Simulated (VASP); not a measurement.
Write the native input for VASP 6.6.1 that does the following.

| Quantity | Value |
| --- | --- |
| Task | single point |
| Functional | PBE |
| Potentials or basis | VASP PAW PBE potentials, release 64 (P) |
| Cutoff | 520 eV |
| k mesh | 18 × 18 × 18 |
| Occupations | gaussian, width 0.1 eV |
| Spin | no spin polarisation |
| Dipole correction | no |
| Further INCAR settings | ALGO = Normal; EDIFF = 1e-06; NBANDS = 12 |

The structure of P lies in POSCAR:

```
P
1.0
    1.7403421708      1.0047870208      3.0696695824
   -1.7403421708      1.0047870208      3.0696695824
    0.0000000000     -2.0095740416      3.0696695824
P
2
Direct
    0.2706353098      0.2706353098      0.2706353098
    0.7293646902      0.7293646902      0.7293646902
```

The input as run:

INCAR

```
SYSTEM = P
ALGO = Normal
EDIFF = 1E-6
ENCUT = 520
GGA = PE
ISIF = 2
ISMEAR = 0
LASPH = .True.
LCHARG = .False.
LREAL = .False.
LWAVE = .False.
NBANDS = 12
NELM = 100
PREC = Accurate
SIGMA = 0.1
```

KPOINTS

```
k-points
0
Gamma
  18 18 18
  0 0 0
```

Potentials or basis: VASP PAW PBE potentials, release 64 (P).

The run is started by

```bash
$ cat potpaw_PBE.64/P/POTCAR > POTCAR
$ mpirun -np 1 vasp_std > vasp.out
```

Results of the run:

```json
{
  "Pressure": "-0.3 GPa",
  "Largest force": "0.047 eV/Å",
  "Band gap on the k mesh": "zero (band 5 reaches 9.43 eV, above the bottom of band 6 at 8.62 eV)"
}
```

It took 110 s on 1 thread of Intel(R) Xeon(R) 6975P-C (Granite Rapids), with other jobs on the host, peak memory 0.28 GiB.
